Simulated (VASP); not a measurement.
# CsCl (Pm-3m) in VASP: a series of runs

Runs on CsCl. Level: PBE. Tasks: single point.

All numbers are computed with VASP 6.6.1; they aren't measurements. Logs are shortened: lines on timing, memory, paths and dates and some standing lists are left out, and cuts for length are marked.

**1. The cell of the first run**

The structure is cubic, space group Pm-3m (No. 221). Conventional cell: a = 4.137 Å, b = 4.137 Å, c = 4.137 Å, α = 90.00°, β = 90.00°, γ = 90.00°. Cs (site symmetry m-3m) has 8 Cl at 3.58 Å and 6 Cs at 4.14 Å within 4.7 Å. Within 4.7 Å of Cl (site symmetry m-3m) lie 8 Cs at 3.58 Å and 6 Cl at 4.14 Å.

**2. Single point, PBE**

File INCAR:

```
PREC = Accurate
ENCUT = 500
EDIFF = 1E-6
ISMEAR = 0
SIGMA = 0.01
LREAL = F
LASPH = T
NELM = 120
ALGO = Normal
ISIF = 2
LWAVE = F
LCHARG = T
GGA = PE
LELF = T
LVHAR = T
NBANDS = 15
GGA_COMPAT = F
```

File KPOINTS:

```
Automatic mesh
0
Gamma
  6 6 6
```

File POSCAR:

```
CsCl
1.0
    4.1368323970      0.0000000000      0.0000000000
    0.0000000000      4.1368323970      0.0000000000
    0.0000000000      0.0000000000      4.1368323970
Cs Cl
1 1
Direct
    0.0000000000      0.0000000000      0.0000000000
    0.5000000000      0.5000000000      0.5000000000
```

Potentials or basis: VASP PAW PBE potentials, release 64 (Cs_sv, Cl).

The run is started by

```
cat potpaw_PBE.64/Cs_sv/POTCAR potpaw_PBE.64/Cl/POTCAR > POTCAR
mpirun -np 1 vasp_std > vasp.out
```

OUTCAR:

```text
PREC = Accurate
   ENCUT = 500
   EDIFF = 1E-6
   ISMEAR = 0
   LREAL = F
   LASPH = T
   NELM = 120
   ISIF = 2
   GGA = PE

 ion  position               nearest neighbor table
   1  0.000  0.000  0.000-
   2  0.500  0.500  0.500-

  LATTYP: Found a simple cubic cell.
 ALAT       =     4.1368323970

  Lattice vectors:

 A1 = (   4.1368323970,   0.0000000000,   0.0000000000)
 A2 = (   0.0000000000,   4.1368323970,   0.0000000000)
 A3 = (   0.0000000000,   0.0000000000,   4.1368323970)

Analysis of symmetry for initial positions (statically):
=====================================================================
 Subroutine PRICEL returns:
 Original cell was already a primitive cell.

 Routine SETGRP: Setting up the symmetry group for a
 simple cubic supercell.

 Subroutine GETGRP returns: Found 48 space group operations
 (whereof 48 operations were pure point group operations)
 out of a pool of 48 trial point group operations.

The static configuration has the point symmetry O_h .

Analysis of symmetry for dynamics (positions and initial velocities):
=====================================================================
 Subroutine PRICEL returns:
 Original cell was already a primitive cell.

 Routine SETGRP: Setting up the symmetry group for a
 simple cubic supercell.

 Subroutine GETGRP returns: Found 48 space group operations
 (whereof 48 operations were pure point group operations)
 out of a pool of 48 trial point group operations.

The dynamic configuration has the point symmetry O_h .

 Subroutine INISYM returns: Found 48 space group operations
 (whereof 48 operations are pure point group operations),
 and found     1 'primitive' translations

----------------------------------------------------------------------------------------

                                     Primitive cell

  volume of cell :      70.7952

  direct lattice vectors                    reciprocal lattice vectors
     4.136832397  0.000000000  0.000000000     0.241730847  0.000000000  0.000000000
     0.000000000  4.136832397  0.000000000     0.000000000  0.241730847  0.000000000
     0.000000000  0.000000000  4.136832397     0.000000000  0.000000000  0.241730847

  length of vectors
     4.136832397  4.136832397  4.136832397     0.241730847  0.241730847  0.241730847

  position of ions in fractional coordinates (direct lattice)
     0.000000000  0.000000000  0.000000000
     0.500000000  0.500000000  0.500000000

  ion indices of the primitive-cell ions
   primitive index   ion index
[... 78 lines left out ...]
   TEBEG  =    0.0;   TEEND  =   0.0 temperature during run
   PSTRESS=    0.0 pullay stress
   NELECT =      16.0000    total number of electrons
   NUPDOWN=      -1.0000    fix difference up-down
   EMIN   =  10.00;   EMAX   =-10.00  energy-range for DOS
   EFERMI =   0.00;   METHOD = LEGACY
   ISMEAR =     0;   SIGMA  =   0.01  broadening in eV -4-tet -1-fermi 0-gaus
   EFERMI_NEDOS =   21; number of points for ismear=-14 and -15
   IALGO  =     38    algorithm
   IMIX   =      4    mixing-type and parameters
     AMIX     =   0.40;   BMIX     =  1.00
     AMIX_MAG =   1.60;   BMIX_MAG =  1.00
  volume/ion in A,a.u.               =      35.40       238.87
  Fermi-wavevector in a.u.,A,eV,Ry     =   0.997195  1.884426 13.529613  0.994399
  Thomas-Fermi vector in A             =   2.129335
   LORBIT       =      0    0 simple, 1 ext, 2 COOP (PROOUT), +10 PAW based schemes
   GGA     = PE    functional components
   LHFCALC =     F    Hartree Fock is set to
   AEXX    =    0.0000 exact exchange contribution
   IVDW    =     0    specifies the selected vdW correction
   LEPSILON=     F    determine dielectric tensor
   LRPA    =     F    only Hartree local field effects (RPA)
 non-spin polarized calculation
 Gauss-broadening in eV      SIGMA  =   0.01
  energy-cutoff  :      500.00
  volume of cell :       70.80
 maximum number of plane-waves:      1856
   NGX = 15   NGY = 15   NGZ = 15

 number of electron      15.9999998 magnetization

 Free energy of the ion-electron system (eV)
  ---------------------------------------------------
  ext. energy  EPLUGINS =         0.00000000
  ---------------------------------------------------
  free energy    TOTEN  =        -6.53119200 eV

  energy without entropy =       -6.53119200  energy(sigma->0) =       -6.53119200

 E-fermi :  -0.3008     XC(G=0):  -8.2111

 val. band max:       -0.3688472466   @ k =   0.0000   0.0000   0.0000
 cond. band min:       4.8459722269   @ k =   0.0000   0.0000   0.0000
 fundamental gap:      5.2148194735
 Fermi energy:        -0.3007945398

 k-point     1 :       0.0000    0.0000    0.0000
  band No.  band energies     occupation
      1     -19.7643      2.00000
      2     -12.5331      2.00000
      3      -6.2582      2.00000
      4      -6.2582      2.00000
      5      -6.2582      2.00000
      6      -0.3688      2.00000
      7      -0.3688      2.00000
      8      -0.3688      2.00000
      9       4.8460      0.00000
     10       5.0345      0.00000
     11       5.0345      0.00000
     12       9.6225      0.00000
     13       9.6225      0.00000
     14       9.6225      0.00000
[... 329 lines left out ...]
      2     -12.3698      2.00000
      3      -6.7779      2.00000
      4      -6.7779      2.00000
      5      -6.7779      2.00000
      6      -1.4401      2.00000
      7      -1.4401      2.00000
      8      -1.4401      2.00000
      9       8.0818      0.00000
     10       8.0818      0.00000
     11       8.0818      0.00000
     12      10.1013      0.00000
     13      10.1013      0.00000
     14      10.1013      0.00000
     15      12.0020      0.00000

------------------------ aborting loop because EDIFF is reached ----------------------------------------

  FORCE on cell =-STRESS in cart. coord.  units (eV):
  Direction    XX          YY          ZZ          XY          YZ          ZX
  --------------------------------------------------------------------------------------
  -------------------------------------------------------------------------------------
  Total        0.3662453      0.3662453      0.3662453     -0.0000000      0.0000000      0.0000000
  in kB        8.2885568      8.2885568      8.2885568     -0.0000000      0.0000000      0.0000000
  external PRESSURE =       8.2885568 kB  Pullay stress =       0.0000000 kB

 VOLUME and BASIS-vectors are now :
 -----------------------------------------------------------------------------
  energy-cutoff  :      500.00
  volume of cell :       70.80
      direct lattice vectors                 reciprocal lattice vectors
     4.136832397  0.000000000  0.000000000     0.241730847  0.000000000  0.000000000
     0.000000000  4.136832397  0.000000000     0.000000000  0.241730847  0.000000000
     0.000000000  0.000000000  4.136832397     0.000000000  0.000000000  0.241730847

 POSITION                                       TOTAL-FORCE (eV/Angst)
 -----------------------------------------------------------------------------------
      0.00000      0.00000      0.00000         0.000000      0.000000      0.000000
      2.06842      2.06842      2.06842         0.000000      0.000000      0.000000
 -----------------------------------------------------------------------------------
    total drift:                                0.000000      0.000000      0.000000

  FREE ENERGIE OF THE ION-ELECTRON SYSTEM (eV)
  ---------------------------------------------------
  free  energy   TOTEN  =        -6.5311919983 eV

  energy  without entropy=       -6.5311919983  energy(sigma->0) =       -6.53119200
```

stdout:

```text
POSCAR found type information on POSCAR CsCl
 POSCAR found :  2 types and       2 ions
 scaLAPACK will be used
 LDA part: xc-table for (Slater+PW92), standard interpolation
 POSCAR, INCAR and KPOINTS ok, starting setup
 FFT: planning ... GRIDC
 FFT: planning ... GRID_SOFT
 FFT: planning ... GRID
 WAVECAR not read
 entering main loop
```

Wall time 24 s (1 thread of Intel Xeon 8259CL, shared host); peak memory 0.17 GiB.

Results:

```
Free energy            : -6.5312 eV
Pressure               : 0.8 GPa
Band gap on the k mesh : 5.21 eV
```

Levels at points of the mesh, in eV from the valence-band top:
```csv
k point,band 6,band 7,band 8,band 9,band 10,band 11
"(0.00, 0.00, 0.00)",0.00,0.00,0.00,5.21,5.40,5.40
"(0.50, 0.00, 0.00)",-1.15,-0.23,-0.23,6.41,7.56,8.82
"(0.50, 0.50, 0.00)",-0.42,-0.42,-0.05,5.94,6.02,7.97
"(0.50, 0.50, 0.50)",-1.07,-1.07,-1.07,8.45,8.45,8.45
```

Caveat: spin-orbit coupling is left out, which moves the levels of the heavy elements. A k mesh can miss the band edges.

**3. Single point, PBE (34.89 Å³/atom)**

This run uses another cell than the first one, of 34.89 Å³/atom.

File INCAR:

```
SYSTEM = CsCl
PREC = Accurate
ENCUT = 500
EDIFF = 1E-6
ISMEAR = 0
SIGMA = 0.01
LREAL = .False.
LASPH = .True.
NELM = 120
ALGO = Normal
ISIF = 2
LWAVE = .False.
LCHARG = .False.
GGA = PE
NBANDS = 15
GGA_COMPAT = .False.
```

File KPOINTS:

```
Automatic mesh
0
Gamma
  6 6 6
  0 0 0
```

File POSCAR:

```
CsCl
1.0
    4.1171308565      0.0000000000      0.0000000000
    0.0000000000      4.1171308565      0.0000000000
    0.0000000000      0.0000000000      4.1171308565
Cs Cl
1 1
Direct
    0.0000000000      0.0000000000      0.0000000000
    0.5000000000      0.5000000000      0.5000000000
```

Potentials or basis: VASP PAW PBE potentials, release 64 (Cs_sv, Cl).

The run is started by

```
cat potpaw_PBE.64/Cs_sv/POTCAR potpaw_PBE.64/Cl/POTCAR > POTCAR
mpirun -np 1 vasp_std > vasp.out
```

OUTCAR:

```text
SYSTEM = CsCl
   PREC = Accurate
   ENCUT = 500
   EDIFF = 1E-6
   ISMEAR = 0
   LREAL = .False.
   LASPH = .True.
   NELM = 120
   ISIF = 2
   GGA = PE

 ion  position               nearest neighbor table
   1  0.000  0.000  0.000-
   2  0.500  0.500  0.500-

  LATTYP: Found a simple cubic cell.
 ALAT       =     4.1171308565

  Lattice vectors:

 A1 = (   4.1171308565,   0.0000000000,   0.0000000000)
 A2 = (   0.0000000000,   4.1171308565,   0.0000000000)
 A3 = (   0.0000000000,   0.0000000000,   4.1171308565)

Analysis of symmetry for initial positions (statically):
=====================================================================
 Subroutine PRICEL returns:
 Original cell was already a primitive cell.

 Routine SETGRP: Setting up the symmetry group for a
 simple cubic supercell.

 Subroutine GETGRP returns: Found 48 space group operations
 (whereof 48 operations were pure point group operations)
 out of a pool of 48 trial point group operations.

The static configuration has the point symmetry O_h .

Analysis of symmetry for dynamics (positions and initial velocities):
=====================================================================
 Subroutine PRICEL returns:
 Original cell was already a primitive cell.

 Routine SETGRP: Setting up the symmetry group for a
 simple cubic supercell.

 Subroutine GETGRP returns: Found 48 space group operations
 (whereof 48 operations were pure point group operations)
 out of a pool of 48 trial point group operations.

The dynamic configuration has the point symmetry O_h .

 Subroutine INISYM returns: Found 48 space group operations
 (whereof 48 operations are pure point group operations),
 and found     1 'primitive' translations

----------------------------------------------------------------------------------------

                                     Primitive cell

  volume of cell :      69.7885

[... 110 lines left out ...]
   AEXX    =    0.0000 exact exchange contribution
   IVDW    =     0    specifies the selected vdW correction
   LEPSILON=     F    determine dielectric tensor
   LRPA    =     F    only Hartree local field effects (RPA)
 non-spin polarized calculation
 Gauss-broadening in eV      SIGMA  =   0.01
  energy-cutoff  :      500.00
  volume of cell :       69.79
 maximum number of plane-waves:      1800
   NGX = 15   NGY = 15   NGZ = 15

 number of electron      16.0000002 magnetization

 Free energy of the ion-electron system (eV)
  ---------------------------------------------------
  ext. energy  EPLUGINS =         0.00000000
  ---------------------------------------------------
  free energy    TOTEN  =        -6.52483108 eV

  energy without entropy =       -6.52483108  energy(sigma->0) =       -6.52483108

 E-fermi :  -0.2509     XC(G=0):  -8.2767

 val. band max:       -0.2937654109   @ k =   0.0000   0.0000   0.0000
 cond. band min:       4.9864017566   @ k =   0.0000   0.0000   0.0000
 fundamental gap:      5.2801671675
 Fermi energy:        -0.2509032393

 k-point     1 :       0.0000    0.0000    0.0000
  band No.  band energies     occupation
      1     -19.6703      2.00000
      2     -12.4777      2.00000
      3      -6.1544      2.00000
      4      -6.1544      2.00000
      5      -6.1544      2.00000
      6      -0.2938      2.00000
      7      -0.2938      2.00000
      8      -0.2938      2.00000
      9       4.9864      0.00000
     10       5.0968      0.00000
     11       5.0968      0.00000
     12       9.7493      0.00000
     13       9.7493      0.00000
     14       9.7493      0.00000
[... 329 lines left out ...]
      2     -12.3095      2.00000
      3      -6.6914      2.00000
      4      -6.6914      2.00000
      5      -6.6914      2.00000
      6      -1.4007      2.00000
      7      -1.4007      2.00000
      8      -1.4007      2.00000
      9       8.2197      0.00000
     10       8.2197      0.00000
     11       8.2197      0.00000
     12      10.2595      0.00000
     13      10.2595      0.00000
     14      10.2595      0.00000
     15      12.1843      0.00000

------------------------ aborting loop because EDIFF is reached ----------------------------------------

  FORCE on cell =-STRESS in cart. coord.  units (eV):
  Direction    XX          YY          ZZ          XY          YZ          ZX
  --------------------------------------------------------------------------------------
  -------------------------------------------------------------------------------------
  Total        0.4818062      0.4818062      0.4818062     -0.0000000      0.0000000     -0.0000000
  in kB       11.0611165     11.0611165     11.0611165     -0.0000000      0.0000000     -0.0000000
  external PRESSURE =      11.0611165 kB  Pullay stress =       0.0000000 kB

 VOLUME and BASIS-vectors are now :
 -----------------------------------------------------------------------------
  energy-cutoff  :      500.00
  volume of cell :       69.79
      direct lattice vectors                 reciprocal lattice vectors
     4.117130857  0.000000000  0.000000000     0.242887592  0.000000000  0.000000000
     0.000000000  4.117130857  0.000000000     0.000000000  0.242887592  0.000000000
     0.000000000  0.000000000  4.117130857     0.000000000  0.000000000  0.242887592

 POSITION                                       TOTAL-FORCE (eV/Angst)
 -----------------------------------------------------------------------------------
      0.00000      0.00000      0.00000         0.000000      0.000000      0.000000
      2.05857      2.05857      2.05857         0.000000      0.000000      0.000000
 -----------------------------------------------------------------------------------
    total drift:                                0.000000      0.000000      0.000000

  FREE ENERGIE OF THE ION-ELECTRON SYSTEM (eV)
  ---------------------------------------------------
  free  energy   TOTEN  =        -6.5248310846 eV

  energy  without entropy=       -6.5248310846  energy(sigma->0) =       -6.52483108
```

OSZICAR:

```text
N       E                     dE             d eps       ncg     rms          rms(c)
DAV:   1     0.883306049345E+02    0.88331E+02   -0.65650E+03   600   0.885E+02
DAV:   2    -0.851418169672E-01   -0.88416E+02   -0.80679E+02   877   0.159E+02
DAV:   3    -0.687036247546E+01   -0.67852E+01   -0.67262E+01   824   0.481E+01
DAV:   4    -0.693765178510E+01   -0.67289E-01   -0.67282E-01   684   0.556E+00
DAV:   5    -0.693835971477E+01   -0.70793E-03   -0.70792E-03   838   0.604E-01    0.234E+00
DAV:   6    -0.656789314436E+01    0.37047E+00   -0.41814E-01   754   0.369E+00    0.167E+00
DAV:   7    -0.652387919510E+01    0.44014E-01   -0.14697E-01   768   0.205E+00    0.111E+00
DAV:   8    -0.652499908103E+01   -0.11199E-02   -0.18415E-02   712   0.847E-01    0.216E-01
DAV:   9    -0.652459945663E+01    0.39962E-03   -0.23903E-03   768   0.264E-01    0.103E-01
DAV:  10    -0.652482230462E+01   -0.22285E-03   -0.34374E-04   677   0.130E-01    0.132E-02
DAV:  11    -0.652483116228E+01   -0.88577E-05   -0.19003E-05   768   0.297E-02    0.137E-02
DAV:  12    -0.652483108465E+01    0.77635E-07   -0.89467E-06   705   0.179E-02
   1 F= -.65248311E+01 E0= -.65248311E+01  d E =-.822968E-12
```

stdout:

```text
POSCAR found type information on POSCAR CsCl
 POSCAR found :  2 types and       2 ions
 scaLAPACK will be used
 LDA part: xc-table for (Slater+PW92), standard interpolation
 POSCAR, INCAR and KPOINTS ok, starting setup
 FFT: planning ... GRIDC
 FFT: planning ... GRID_SOFT
 FFT: planning ... GRID
 WAVECAR not read
 entering main loop
```

Run time: 34 s. Hardware: 1 thread of Intel Xeon 8259CL, shared host; peak memory 0.17 GiB.

What came out:

- Free energy: -6.5248 eV
- Pressure: 1.1 GPa
- Band gap on the k mesh: 5.28 eV

Caveat: spin-orbit coupling is left out, which moves the levels of the heavy elements. A k mesh can miss the band edges.

[end of part 1 of 2]
